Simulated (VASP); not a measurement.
## Pd: single point with PBE

Pd:

```xyz
1
Lattice="2.2649 0.0000 0.0000 0.0000 2.2649 0.0000 0.0000 0.0000 2.2649" Properties=species:S:1:pos:R:3 pbc="T T T"
Pd    0.0000    0.0000    0.0000
```

This cell differs from its parent crystal: volume scaled by 0.65.

| Property | Result |
| --- | --- |
| Program | VASP 6.6.1 |
| Task | single point |
| Functional | PBE |
| Potentials or basis | VASP PAW PBE potentials, release 64 (Pd) |
| Cutoff | 520 eV |
| k mesh | 15 × 15 × 15 |
| Occupations | fermi-dirac, width 0.08 eV |
| Spin | no spin polarisation |
| Dipole correction | no |
| Further INCAR settings | ALGO = Normal; EDIFF = 1e-07; NBANDS = 11 |

The pressure is 159.2 GPa and the band gap on the k mesh is zero (band 5 reaches 17.28 eV, above the bottom of band 6 at 13.54 eV).

Levels at points of the mesh, in eV from the Fermi level:
| k point | band 3 | band 4 | band 5 | band 6 | band 7 | band 8 |
| --- | --- | --- | --- | --- | --- | --- |
| (0.00, 0.00, 0.00) | -8.32 | 0.18 | 0.18 | 0.18 | 19.49 | 19.49 |

Wall time 5.8 s on 1 thread of Intel(R) Xeon(R) 6975P-C (Granite Rapids), on a shared host, peak memory 0.12 GiB.
